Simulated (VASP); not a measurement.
# InAs (zincblende type) (F-43m) in VASP: further runs

The runs below take InAs (zincblende type) through single point, with LDA.

All numbers are computed with VASP 6.6.1; they aren't measurements. Logs are shortened: lines on timing, memory, paths and dates and some standing lists are left out, and cuts for length are marked.

### 1 The cell of the first run

It takes space group F-43m (No. 216, cubic). The conventional cell has a = 5.194 Å, b = 5.194 Å, c = 5.194 Å, α = 90.00°, β = 90.00°, γ = 90.00°. Within 3.0 Å of In (site symmetry -43m) lie 4 As at 2.25 Å. Within 3.0 Å of As (site symmetry -43m) lie 4 In at 2.25 Å.

### 2 Single point, LDA (volume scaled by 0.64)

Input file INCAR:

```
SYSTEM = InAs
  ALGO = Normal
  EDIFF = 1E-7
  ENCUT = 520
  ISIF = 2
  ISMEAR = -1
  LASPH = .TRUE.
  LCHARG = .FALSE.
  LREAL = .FALSE.
  LWAVE = .FALSE.
  NBANDS = 16
  NELM = 100
  PREC = Accurate
  SIGMA = 0.08
```

Input file KPOINTS:

```
k-points
0
G
  11 11 11
  0 0 0
```

Input file POSCAR:

```
InAs
1.0
    0.0000000000      2.5969052890      2.5969052890
    2.5969052890      0.0000000000      2.5969052890
    2.5969052890      2.5969052890      0.0000000000
In As
1 1
Direct
    0.0000000000      0.0000000000      0.0000000000
    0.2500000000      0.2500000000      0.2500000000
```

Potentials or basis: VASP PAW LDA potentials, release 64 (In_d, As).

Started as:

```
$ cat potpaw_LDA.64/In_d/POTCAR potpaw_LDA.64/As/POTCAR > POTCAR
$ mpirun -np 1 vasp_std > vasp.out
```

OUTCAR:

```text
SYSTEM = InAs
   EDIFF = 1E-7
   ENCUT = 520
   ISIF = 2
   ISMEAR = -1
   LASPH = .TRUE.
   LREAL = .FALSE.
   NELM = 100
   PREC = Accurate

 ion  position               nearest neighbor table
   1  0.000  0.000  0.000-   2 2.25   2 2.25   2 2.25   2 2.25
   2  0.250  0.250  0.250-   1 2.25   1 2.25   1 2.25   1 2.25

  LATTYP: Found a face centered cubic cell.
 ALAT       =     5.1938105780

  Lattice vectors:

 A1 = (   0.0000000000,   2.5969052890,   2.5969052890)
 A2 = (   2.5969052890,   0.0000000000,   2.5969052890)
 A3 = (   2.5969052890,   2.5969052890,   0.0000000000)

Analysis of symmetry for initial positions (statically):
=====================================================================
 Subroutine PRICEL returns:
 Original cell was already a primitive cell.

 Routine SETGRP: Setting up the symmetry group for a
 face centered cubic supercell.

 Subroutine GETGRP returns: Found 24 space group operations
 (whereof 24 operations were pure point group operations)
 out of a pool of 48 trial point group operations.

The static configuration has the point symmetry T_d .

Analysis of symmetry for dynamics (positions and initial velocities):
=====================================================================
 Subroutine PRICEL returns:
 Original cell was already a primitive cell.

 Routine SETGRP: Setting up the symmetry group for a
 face centered cubic supercell.

 Subroutine GETGRP returns: Found 24 space group operations
 (whereof 24 operations were pure point group operations)
 out of a pool of 48 trial point group operations.

The dynamic configuration has the point symmetry T_d .

 Subroutine INISYM returns: Found 24 space group operations
 (whereof 24 operations are pure point group operations),
 and found     1 'primitive' translations

----------------------------------------------------------------------------------------

                                     Primitive cell

  volume of cell :      35.0266

  direct lattice vectors                    reciprocal lattice vectors
     0.000000000  2.596905289  2.596905289    -0.192536864  0.192536864  0.192536864
     2.596905289  0.000000000  2.596905289     0.192536864 -0.192536864  0.192536864
     2.596905289  2.596905289  0.000000000     0.192536864  0.192536864 -0.192536864

  length of vectors
     3.672578680  3.672578680  3.672578680     0.333483630  0.333483630  0.333483630

  position of ions in fractional coordinates (direct lattice)
     0.000000000  0.000000000  0.000000000
     0.250000000  0.250000000  0.250000000

  ion indices of the primitive-cell ions
   primitive index   ion index
                 1           1
                 2           2

----------------------------------------------------------------------------------------

 KPOINTS: k-points

Automatic generation of k-mesh.
 Grid dimensions read from file:
 generate k-points for:   11   11   11

 Generating k-lattice:

  Cartesian coordinates                     Fractional coordinates (reciprocal lattice)
    -0.017503351  0.017503351  0.017503351     0.090909091  0.000000000  0.000000000
     0.017503351 -0.017503351  0.017503351     0.000000000  0.090909091  0.000000000
     0.017503351  0.017503351 -0.017503351     0.000000000  0.000000000  0.090909091

  Length of vectors
     0.030316694  0.030316694  0.030316694

  Shift w.r.t. Gamma in fractional coordinates (k-lattice)
     0.000000000  0.000000000  0.000000000

 Subroutine IBZKPT returns following result:
 ===========================================

 Found     56 irreducible k-points:

 Following reciprocal coordinates:
            Coordinates               Weight
  0.000000  0.000000  0.000000      1.000000
  0.090909  0.000000  0.000000      8.000000
  0.181818  0.000000  0.000000      8.000000
  0.272727  0.000000  0.000000      8.000000
  0.363636  0.000000  0.000000      8.000000
  0.454545  0.000000  0.000000      8.000000
[... 16 lines left out ...]
 -0.272727  0.181818  0.000000     24.000000
 -0.181818  0.181818  0.000000     12.000000
 [... further k-points ...]
   k-points           NKPTS =     56   k-points in BZ     NKDIM =     56   number of bands    NBANDS=     16
   number of dos      NEDOS =    301   number of ions     NIONS =      2
   total plane-waves  NPLWV =  21952
   dimension x,y,z NGX =    28 NGY =   28 NGZ =   28
   dimension x,y,z NGXF=    56 NGYF=   56 NGZF=   56
   ions per type =               1   1
   NGX,Y,Z   is equivalent  to a cutoff of  12.67, 12.67, 12.67 a.u.
   NGXF,Y,Z  is equivalent  to a cutoff of  25.35, 25.35, 25.35 a.u.
 SYSTEM =  InAs
   PREC   = accura    normal or accurate (medium, high low for compatibility)
   ISTART =      0    job   : 0-new  1-cont  2-samecut
   ICHARG =      2    charge: 1-file 2-atom 10-const
   ISPIN  =      1    spin polarized calculation?
   LNONCOLLINEAR =      F non collinear calculations
   LSORBIT =      F    spin-orbit coupling
   LASPH  =      T    aspherical Exc in radial PAW
   ENCUT  =  520.0 eV  38.22 Ry    6.18 a.u.   6.83  6.83  6.83*2*pi/ulx,y,z
   NELM   =    100;   NELMIN=  2; NELMDL= -5     # of ELM steps
   EDIFF  = 0.1E-06   stopping-criterion for ELM
   LREAL  =      F    real-space projection
   EDIFFG = 0.1E-05   stopping-criterion for IOM
   NSW    =      0    number of steps for IOM
   IBRION =     -1    ionic relax: 0-MD 1-quasi-New 2-CG
   NFREE  =      0    steps in history (QN), initial steepest desc. (CG)
   ISIF   =      2    stress and relaxation
   ISYM   =      2    0-nonsym 1-usesym 2-fastsym
   POTIM  = 0.5000    time-step for ionic-motion
   TEBEG  =    0.0;   TEEND  =   0.0 temperature during run
   PSTRESS=    0.0 pullay stress
   NELECT =      18.0000    total number of electrons
   NUPDOWN=      -1.0000    fix difference up-down
   EMIN   =  10.00;   EMAX   =-10.00  energy-range for DOS
   EFERMI =   0.00;   METHOD = LEGACY
   ISMEAR =    -1;   SIGMA  =   0.08  broadening in eV -4-tet -1-fermi 0-gaus
   EFERMI_NEDOS =   21; number of points for ismear=-14 and -15
   IALGO  =     38    algorithm
   IMIX   =      4    mixing-type and parameters
     AMIX     =   0.40;   BMIX     =  1.00
     AMIX_MAG =   1.60;   BMIX_MAG =  1.00
  volume/ion in A,a.u.               =      17.51       118.19
  Fermi-wavevector in a.u.,A,eV,Ry     =   1.311292  2.477983 23.395053  1.719488
  Thomas-Fermi vector in A             =   2.441764
   LORBIT       =      0    0 simple, 1 ext, 2 COOP (PROOUT), +10 PAW based schemes
   GGA     = CA    functional components
   LHFCALC =     F    Hartree Fock is set to
   AEXX    =    0.0000 exact exchange contribution
   IVDW    =     0    specifies the selected vdW correction
   LEPSILON=     F    determine dielectric tensor
   LRPA    =     F    only Hartree local field effects (RPA)
 non-spin polarized calculation
  energy-cutoff  :      520.00
  volume of cell :       35.03
 maximum number of plane-waves:       954
   NGX = 13   NGY = 13   NGZ = 13

 number of electron      18.0000007 magnetization

 Free energy of the ion-electron system (eV)
  ---------------------------------------------------
  ext. energy  EPLUGINS =         0.00000000
  ---------------------------------------------------
  free energy    TOTEN  =        -5.91463200 eV

  energy without entropy =       -5.91414916  energy(sigma->0) =       -5.91439058

 E-fermi :  10.7617     XC(G=0): -11.5241

 val. band max:       10.5946088394   @ k =   0.0000   0.0000   0.0000
 cond. band min:      10.9653342336   @ k =   0.4545   0.4545   0.0000
 fundamental gap:      0.3707253942
 Fermi energy:        10.7616548662

 k-point     1 :       0.0000    0.0000    0.0000
  band No.  band energies     occupation
      1      -5.8562      2.00000
      2      -5.8562      2.00000
      3      -5.8562      2.00000
      4      -5.5076      2.00000
      5      -5.3804      2.00000
      6      -5.3804      2.00000
[... 8 lines left out ...]
     15      21.2139      0.00000
     16      21.2139      0.00000

 k-point     2 :       0.0909    0.0000    0.0000
  band No.  band energies     occupation
      1      -5.9931      2.00000
      2      -5.8427      2.00000
      3      -5.8427      2.00000
      4      -5.3820      2.00000
      5      -5.3820      2.00000
      6      -5.2428      2.00000
[... 8 lines left out ...]
     15      20.0595      0.00000
     16      20.0595      0.00000

 k-point     3 :       0.1818    0.0000    0.0000
  band No.  band energies     occupation
      1      -6.1607      2.00000
      2      -5.8090      2.00000
      3      -5.8090      2.00000
      4      -5.3833      2.00000
      5      -5.3833      2.00000
      6      -4.6903      2.00000
[... 8 lines left out ...]
     15      19.4006      0.00000
     16      19.6457      0.00000

 k-point     4 :       0.2727    0.0000    0.0000
  band No.  band energies     occupation
      1      -6.2924      2.00000
      2      -5.7715      2.00000
      3      -5.7715      2.00000
      4      -5.3771      2.00000
      5      -5.3771      2.00000
      6      -3.9213      2.00000
[... 8 lines left out ...]
     15      19.7035      0.00000
     16      19.7035      0.00000

 k-point     5 :       0.3636    0.0000    0.0000
  band No.  band energies     occupation
      1      -6.3855      2.00000
      2      -5.7456      2.00000
      3      -5.7456      2.00000
      4      -5.3614      2.00000
      5      -5.3614      2.00000
      6      -2.9825      2.00000
[... 8 lines left out ...]
     15      20.8796      0.00000
     16      20.8796      0.00000

 k-point     6 :       0.4545    0.0000    0.0000
  band No.  band energies     occupation
      1      -6.4345      2.00000
      2      -5.7346      2.00000
      3      -5.7346      2.00000
      4      -5.3471      2.00000
      5      -5.3471      2.00000
      6      -2.1159      2.00000
[... 8 lines left out ...]
     15      22.3372      0.00000
     16      22.3372      0.00000
[... 267 lines left out ...]
 k-point    21 :      -0.4545    0.1818    0.0000
  band No.  band energies     occupation
      1      -6.4405      2.00000
      2      -5.7076      2.00000
      3      -5.6622      2.00000
      4      -5.4105      2.00000
      5      -5.3472      2.00000
      6      -1.5895      2.00000
[... 8 lines left out ...]
     15      22.1755      0.00000
     16      22.5836      0.00000

 k-point    22 :      -0.3636    0.1818    0.0000
  band No.  band energies     occupation
      1      -6.4238      2.00000
      2      -5.7128      2.00000
      3      -5.6761      2.00000
      4      -5.3868      2.00000
      5      -5.3765      2.00000
      6      -1.9501      2.00000
[... 8 lines left out ...]
     15      21.0724      0.00000
     16      22.3191      0.00000

 k-point    23 :      -0.2727    0.1818    0.0000
  band No.  band energies     occupation
      1      -6.3775      2.00000
      2      -5.7225      2.00000
      3      -5.7069      2.00000
      4      -5.4023      2.00000
      5      -5.3776      2.00000
      6      -2.8412      2.00000
[... 8 lines left out ...]
     15      21.7722      0.00000
     16      23.5934      0.00000

 k-point    24 :      -0.1818    0.1818    0.0000
  band No.  band energies     occupation
      1      -6.3098      2.00000
      2      -5.7511      2.00000
      3      -5.7426      2.00000
      4      -5.4095      2.00000
      5      -5.3760      2.00000
      6      -3.6831      2.00000
[... 8 lines left out ...]
     15      21.7898      0.00000
     16      22.6024      0.00000

 [... further k-points ...]
[... 5 lines left out ...]
  --------------------------------------------------------------------------------------
  -------------------------------------------------------------------------------------
  Total       16.6403236     16.6403236     16.6403236     -0.0000000      0.0000000      0.0000000
  in kB      761.1566053    761.1566053    761.1566053     -0.0000000      0.0000000      0.0000000
  external PRESSURE =     761.1566053 kB  Pullay stress =       0.0000000 kB

 VOLUME and BASIS-vectors are now :
 -----------------------------------------------------------------------------
  energy-cutoff  :      520.00
  volume of cell :       35.03
      direct lattice vectors                 reciprocal lattice vectors
     0.000000000  2.596905289  2.596905289    -0.192536864  0.192536864  0.192536864
     2.596905289  0.000000000  2.596905289     0.192536864 -0.192536864  0.192536864
     2.596905289  2.596905289  0.000000000     0.192536864  0.192536864 -0.192536864

 POSITION                                       TOTAL-FORCE (eV/Angst)
 -----------------------------------------------------------------------------------
      0.00000      0.00000      0.00000        -0.000000     -0.000000     -0.000000
      1.29845      1.29845      1.29845         0.000000      0.000000      0.000000
 -----------------------------------------------------------------------------------
    total drift:                               -0.000001     -0.000001     -0.000001

  FREE ENERGIE OF THE ION-ELECTRON SYSTEM (eV)
  ---------------------------------------------------
  free  energy   TOTEN  =        -5.9146320006 eV

  energy  without entropy=       -5.9141491568  energy(sigma->0) =       -5.91439058
```

It took 22 s on 1 thread of Intel Xeon Platinum 8559C (Emerald Rapids), shared host; peak memory 0.16 GiB.

Results:

| Quantity | Value |
| --- | --- |
| Free energy | -5.9146 eV |
| Pressure | 76.1 GPa |
| Band gap on the k mesh | 0.37 eV, indirect (least direct gap 1.68 eV) |

Caveat: spin-orbit coupling is left out, which moves the levels of the heavy elements.

(Part 1 of 2 ends here.)
